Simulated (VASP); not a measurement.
# H2Se (P4mm) in VASP: notebook, part 2 of 2

VASP 6.6.1.

### 4 Relaxation of cell and atoms, PBE+D3(BJ)

File INCAR:

```
ALGO     = Normal         # electronic algorithm
EDIFF    = 1E-6           # SCF threshold, eV
EDIFFG   = -0.04          # ionic threshold
ENCUT    = 600            # plane-wave cutoff, eV
GGA      = PE             # functional
IBRION   = 2              # ionic algorithm
ISIF     = 3              # what is computed and relaxed
ISMEAR   = 0              # smearing method
IVDW     = 12             # dispersion correction
LASPH    = T              # aspherical terms in the spheres
LCHARG   = F              # write CHGCAR
LREAL    = F              # projectors in reciprocal space
LWAVE    = F              # write WAVECAR
NELM     = 100            # most SCF steps
NSW      = 90             # ionic steps
PREC     = Accurate       # precision mode
SIGMA    = 0.1            # smearing width, eV
```

File KPOINTS:

```
k-points
0
Gamma
  6 6 4
```

File POSCAR:

```
H2Se
1.0
    2.9236461600      0.0000000000      0.0000000000
    0.0000000000      2.9236461600      0.0000000000
    0.0000000000      0.0000000000      4.9645571500
H Se
2 1
Direct
    0.0000000000      0.5000000000      0.6643277200
    0.5000000000      0.0000000000      0.6643277200
    0.5000000000      0.5000000000      0.8880044400
```

Potentials or basis: VASP PAW PBE potentials, release 64 (H, Se).

Run with:

```
> cat potpaw_PBE.64/H/POTCAR potpaw_PBE.64/Se/POTCAR > POTCAR
> mpirun -np 1 vasp_std > vasp.out
```

OUTCAR:

```text
EDIFF = 1E-6
   EDIFFG = -0.04
   ENCUT = 600
   GGA = PE
   IBRION = 2
   ISIF = 3
   ISMEAR = 0
   IVDW = 12
   LASPH = T
   LREAL = F
   NELM = 100
   NSW = 90
   PREC = Accurate
 IVDW          = 12

 ion  position               nearest neighbor table
   1  0.000  0.500  0.664-   3 1.84   3 1.84
   2  0.500  0.000  0.664-   3 1.84   3 1.84
   3  0.500  0.500  0.888-   1 1.84   2 1.84   2 1.84   1 1.84

  LATTYP: Found a simple tetragonal cell.
 ALAT       =     2.9236461600
 C/A-ratio  =     1.6980704498

  Lattice vectors:

 A1 = (   2.9236461600,   0.0000000000,   0.0000000000)
 A2 = (   0.0000000000,   2.9236461600,   0.0000000000)
 A3 = (   0.0000000000,   0.0000000000,   4.9645571500)

Analysis of symmetry for initial positions (statically):
=====================================================================
 Subroutine PRICEL returns:
 Original cell was already a primitive cell.

[... 345 lines left out ...]

 k-point     1 :       0.0000    0.0000    0.0000
  band No.  band energies     occupation
      1     -14.3209      2.00000
      2      -2.8031      2.00000
      3      -1.3819      2.00000
      4      -0.6343      2.00000
      5      -0.6343      2.00000
      6       2.5941      0.00000
      7       4.7687      0.00000
      8      11.5587      0.00000
[... 334 lines left out ...]
--------------------------------------- Ionic step        7  -------------------------------------------

 number of electron       8.0000000 magnetization

 Free energy of the ion-electron system (eV)
  ---------------------------------------------------
  ext. energy  EPLUGINS =         0.00000000
  ---------------------------------------------------
  free energy    TOTEN  =        -9.29687885 eV

  energy without entropy =       -9.29341408  energy(sigma->0) =       -9.29514646

 E-fermi :   0.1527     XC(G=0):  -7.2641

 val. band max:        0.1474981661   @ k =   0.5000   0.0000   0.2500
 cond. band min:       0.1824873813   @ k =   0.5000   0.0000   0.5000
 fundamental gap:      0.0349892152
 Fermi energy:         0.1527434562

 k-point     1 :       0.0000    0.0000    0.0000
  band No.  band energies     occupation
      1     -14.3793      2.00000
      2      -2.5608      2.00000
      3      -1.3677      2.00000
      4      -0.4848      2.00000
      5      -0.4848      2.00000
      6       2.9286      0.00000
      7       4.7900      0.00000
      8      12.0724      0.00000
[... 287 lines left out ...]
  FREE ENERGIE OF THE ION-ELECTRON SYSTEM (eV)
  ---------------------------------------------------
  free  energy   TOTEN  =        -9.5960923871 eV

  energy  without entropy=       -9.5926276204  energy(sigma->0) =       -9.59436000

 reached required accuracy - stopping structural energy minimisation
```

Wall time 37 s (1 thread of Intel Xeon 6975P-C (Granite Rapids), shared host); peak memory 0.17 GiB.

What came out:

```
Free energy                            : -9.5961 eV
Relaxed volume                         : 16.18 Å³/atom
Relaxed cell                           : a = 3.382 Å, b = 3.382 Å, c = 4.243 Å, α = 90.00°, β = 90.00°, γ = 90.00°
Space group after relaxing (to 0.05 Å) : P4mm (No. 99)
Energy gained by relaxing              : 554.5 meV/atom
Ionic steps                            : 7
Pressure after relaxing                : 0.0 GPa
Largest force after relaxing           : 0.012 eV/Å
Band gap on the k mesh                 : zero (band 4 reaches 0.18 eV, above the bottom of band 5 at -0.48 eV)
Dispersion energy per atom             : -0.100 eV
```

Forces on the atoms (eV/Å):
```
H    0.000  0.000  0.006
H    0.000  0.000  0.006
Se   0.000  0.000 -0.012
```

The path:
| step | energy change (eV) | largest force (eV/Å) | pressure (GPa) | volume (Å³) |
| --- | --- | --- | --- | --- |
| 1 | 0.0000 | 1.7042 | 4.36 | 42.44 |
| 2 | -0.6529 | 2.3980 | 5.77 | 44.74 |
| 3 | -1.6335 | 0.1128 | -2.73 | 50.72 |
| 4 | -1.6476 | 0.3323 | -1.90 | 50.13 |
| 5 | -1.6473 | 0.3859 | -1.71 | 50.00 |
| 6 | -1.6627 | 0.0643 | 0.42 | 48.24 |
| 7 | -1.6634 | 0.0115 | 0.03 | 48.54 |

Final structure:
```
CELL_PARAMETERS angstrom
3.38237 0.00000 0.00000
0.00000 3.38237 0.00000
0.00000 0.00000 4.24262
ATOMIC_POSITIONS crystal
H 0.00000 0.50000 0.69767
H 0.50000 0.00000 0.69767
Se 0.50000 0.50000 0.82132
```

### 5 Single point, PBE+D3(BJ)

This run uses another cell than the first one, of 15.65 Å³/atom, 1.107 times its volume.

File INCAR:

```
ALGO = Normal ; EDIFF = 1E-6
ENCUT = 520 ; GGA = PE
ISIF = 2 ; ISMEAR = 0
IVDW = 12 ; LASPH = True
LCHARG = False ; LREAL = False
LWAVE = False ; NBANDS = 11
NELM = 80 ; PREC = Accurate
SIGMA = 0.1
```

File KPOINTS:

```
k-points
0
Gamma
  14 14 12
```

File POSCAR:

```
H2Se
1.0
    3.3837109671      0.0000000000      0.0000000000
    0.0000000000      3.3837109671      0.0000000000
    0.0000000000      0.0000000000      4.1011799648
H Se
2 1
Direct
    0.0000000000      0.5000000000      0.6985283668
    0.5000000000      0.0000000000      0.6985283668
    0.5000000000      0.5000000000      0.8196031463
```

Run with:

```
> cat potpaw_PBE.64/H/POTCAR potpaw_PBE.64/Se/POTCAR > POTCAR
> mpirun -np 1 vasp_std > vasp.out
```

It took 57 s on 1 thread of Intel Xeon 6975P-C (Granite Rapids), shared host; peak memory 0.27 GiB.

It converged, with:

- Free energy: -9.7005 eV
- Pressure: 0.0 GPa
- Largest force: 0.006 eV/Å
- Band gap on the k mesh: zero (band 4 reaches 0.29 eV, above the bottom of band 5 at -0.40 eV)
- Dispersion energy per atom: -0.104 eV

Forces on the atoms (eV/Å):
```
H    0.000  0.000 -0.003
H    0.000  0.000 -0.003
Se   0.000  0.000  0.006
```

Stress tensor (GPa, compression positive):
```
 0.03  0.00  0.00
 0.00  0.03  0.00
 0.00  0.00 -0.04
```

Levels at points of the mesh, in eV from the Fermi level:
| k point | band 1 | band 2 | band 3 | band 4 | band 5 | band 6 | band 7 | band 8 | band 9 |
| --- | --- | --- | --- | --- | --- | --- | --- | --- | --- |
| (0.00, 0.00, 0.00) | -14.52 | -2.43 | -1.50 | -0.63 | -0.63 | 2.87 | 4.79 | 12.27 | 14.17 |
| (0.50, 0.00, 0.00) | -13.31 | -7.58 | -1.62 | -0.03 | 1.82 | 5.71 | 6.95 | 7.77 | 10.40 |
| (0.50, 0.50, 0.00) | -11.91 | -7.04 | -7.04 | -0.05 | 3.61 | 6.78 | 6.78 | 9.33 | 11.02 |
| (0.00, 0.00, 0.50) | -14.39 | -3.85 | -1.42 | -0.51 | -0.51 | 3.25 | 8.26 | 11.72 | 11.72 |
| (0.50, 0.00, 0.50) | -13.19 | -7.44 | -2.71 | 0.06 | 1.70 | 3.31 | 10.14 | 10.81 | 11.13 |
| (0.50, 0.50, 0.50) | -11.79 | -6.92 | -6.92 | -1.16 | 4.29 | 4.84 | 4.84 | 9.10 | 13.54 |

### 6 The runs side by side

| task | cell | k mesh | cutoff (eV) | gap on the mesh (eV) | pressure (GPa) | largest force (eV/Å) |
| --- | --- | --- | --- | --- | --- | --- |
| single point | a = 2.924, b = 2.924, c = 4.965 Å, 3 atoms | 6 × 6 × 4 | 520 | none | 4.3 | 1.70 |
| single point | a = 3.382, b = 3.382, c = 4.097 Å, 3 atoms | 6 × 6 × 4 | 520 | none | 0.2 | 0.01 |
| relaxation of cell and atoms | relaxed from a = 2.924, b = 2.924, c = 4.965 Å, 3 atoms | 6 × 6 × 4 | 600 | none | 0.0 | 0.01 |
| single point | a = 3.384, b = 3.384, c = 4.101 Å, 3 atoms | 14 × 14 × 12 | 520 | none | 0.0 | 0.01 |

Alike in all rows: level PBE+D3(BJ); potentials or basis VASP PAW PBE potentials, release 64 (H, Se); no spin polarisation; smearing gaussian 0.1 eV.

Caveats: some runs use coarse meshes; forces of over 1 eV/Å act on the atoms, so gaps and moduli don't describe the material at rest (some runs).

Absolute energies hang on the potentials; compare differences alone.
